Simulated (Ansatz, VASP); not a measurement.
GaAs: VASP beside Ansatz

```
Ga As
1.0
     0.00000    2.87509    2.87509
     2.87509    0.00000    2.87509
     2.87509    2.87509    0.00000
Ga As
1 1
Direct
  0.00000 0.00000 0.00000
  0.75000 0.75000 0.75000
```

Alike in both runs: task relaxation of cell and atoms; functional r2SCAN; k mesh 8 × 8 × 8; occupations gaussian, width 0.02 eV; no spin polarisation.

```csv
,VASP,Ansatz
version,VASP 6.6.1,Ansatz 0.2.0
potentials or method,"VASP PAW PBE potentials, release 64 (Ga_d, As), cutoff 600 eV","scalar-relativistic, plane waves, PAW"
valence electrons in the cell,18,28
```

|  | VASP | Ansatz | Ansatz less VASP |
| --- | --- | --- | --- |
| gap on the k mesh at the Fermi level, each at its own relaxed structure (eV) | 0.93 | 0.96 | +0.032 |
| relaxed volume (Å³/atom) | 22.77 | 22.74 | -0.033 |
| relaxed cell length with the largest relative difference (Å) | 4.009 | 4.007 | -0.0020 |

VASP's potentials were made for PBE, not for r2SCAN. VASP's potentials hold 18 valence electrons a cell and Ansatz's 28, so a difference there can come from the potentials and not from the codes.
